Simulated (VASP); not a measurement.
Write the native input for VASP 6.6.1 that does the following.

| Item | Value |
| --- | --- |
| Task | single point |
| Functional | PBE |
| Potentials or basis | VASP PAW PBE potentials, release 64 (Ta_pv, H) |
| Cutoff | 500 eV |
| k mesh | 4 × 4 × 4 |
| Occupations | gaussian, width 0.1 eV |
| Spin | no spin polarisation |
| Dipole correction | no |
| Further INCAR settings | ALGO = Normal; EDIFF = 1e-06; NBANDS = 32 |

The structure of Ta4H3 lies in POSCAR:

```
Ta4H3
1.0
    4.0870928590      0.0000000000      0.0000000000
    0.0000000000      4.0870928590      0.0000000000
    0.0000000000      0.0000000000      4.9556490417
Ta H
4 3
Direct
    0.2545607971      0.2545607971      0.2580113648
    0.7454392029      0.7454392029      0.2580113648
    0.7454392029      0.2545607971      0.7419886352
    0.2545607971      0.7454392029      0.7419886352
    0.0000000000      0.0000000000      0.0000000000
    0.0000000000      0.0000000000      0.5000000000
    0.5000000000      0.5000000000      0.0000000000
```

The cell was generated, and may not be a known phase.

One way to write it, as run:

INCAR

```
SYSTEM = Ta4H3
  PREC = Accurate
  ENCUT = 500
  EDIFF = 1E-6
  ISMEAR = 0
  SIGMA = 0.1
  LREAL = .False.
  LASPH = .True.
  NELM = 120
  ALGO = Normal
  ISIF = 2
  LWAVE = .False.
  LCHARG = .False.
  GGA = PE
  NBANDS = 32
  GGA_COMPAT = .False.
```

KPOINTS

```
Automatic mesh
0
Gamma
  4 4 4
  0 0 0
```

Potentials or basis: VASP PAW PBE potentials, release 64 (Ta_pv, H).

Launch:

```sh
$ cat potpaw_PBE.64/Ta_pv/POTCAR potpaw_PBE.64/H/POTCAR > POTCAR
$ mpirun -np 1 vasp_std > vasp.out
```

Results of the run:

* Pressure: 0.2 GPa
* Largest force: 0.024 eV/Å
* Band gap on the k mesh: zero (an odd number of electrons rules out a gap without spin polarisation)

Caveat: the k points lie up to 0.38 Å⁻¹ apart, too coarse for converged energies and pressures of a metal; spin-orbit coupling is left out, which moves the levels of the heavy elements; an odd number of electrons without spin polarisation forces a metal; a magnetic or distorted state may lie lower.

Run time: 86 s on 1 thread of Intel Xeon 8259CL, with other jobs on the host, peak memory 0.16 GiB.
